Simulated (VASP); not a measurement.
Write the native input for VASP 6.6.1 that does the following.

```yaml
Task: single point
Functional: LDA
Potentials_or_basis: VASP PAW LDA potentials, release 64 (Ti_sv)
Cutoff: 520 eV
k_mesh: 22 × 22 × 22
Occupations: gaussian, width 0.15 eV
Spin: collinear spin
Starting_moments: "[1.0] μB"
Fixed_moment: 1 μB
Dipole_correction: no
Further_INCAR_settings: ALGO = Normal; EDIFF = 1e-06; NBANDS = 16
```

The structure of Ti lies in POSCAR:

```
Ti
1.0
    0.0000000000      1.9596931354      1.9596931354
    1.9596931354      0.0000000000      1.9596931354
    1.9596931354      1.9596931354      0.0000000000
Ti
1
Direct
    0.0000000000      0.0000000000      0.0000000000
```

This isn't the form of Ti at room conditions, which is hcp.

These files were run (other wordings do the same):

INCAR

```
PREC = Accurate
ENCUT = 520
EDIFF = 1E-6
ISMEAR = 0
SIGMA = 0.15
LREAL = F
LASPH = T
NELM = 150
ALGO = Normal
ISIF = 2
LWAVE = F
LCHARG = F
ISPIN = 2
MAGMOM = 1
LORBIT = 11
NUPDOWN = 1.0
LMAXMIX = 4
NBANDS = 16
```

KPOINTS

```
Automatic mesh
0
Gamma
  22 22 22
```

Potentials or basis: VASP PAW LDA potentials, release 64 (Ti_sv).

The run is started by

```console
$ cat potpaw_LDA.64/Ti_sv/POTCAR > POTCAR
$ mpirun -np 1 vasp_std > vasp.out
```

It gave:

* Pressure: 12.8 GPa
* Net moment: 1.00 μB per cell
* Site moments: Ti +0.73 μB
* Valence electrons inside the program's atomic spheres: Ti 10.48

Caveat: the cell stands under pressure; the total moment is fixed, so each spin has its own Fermi level and the state may be an excited one.

Wall time 100 s on 1 thread of Intel Xeon 8259CL, on a shared host, peak memory 0.23 GiB.
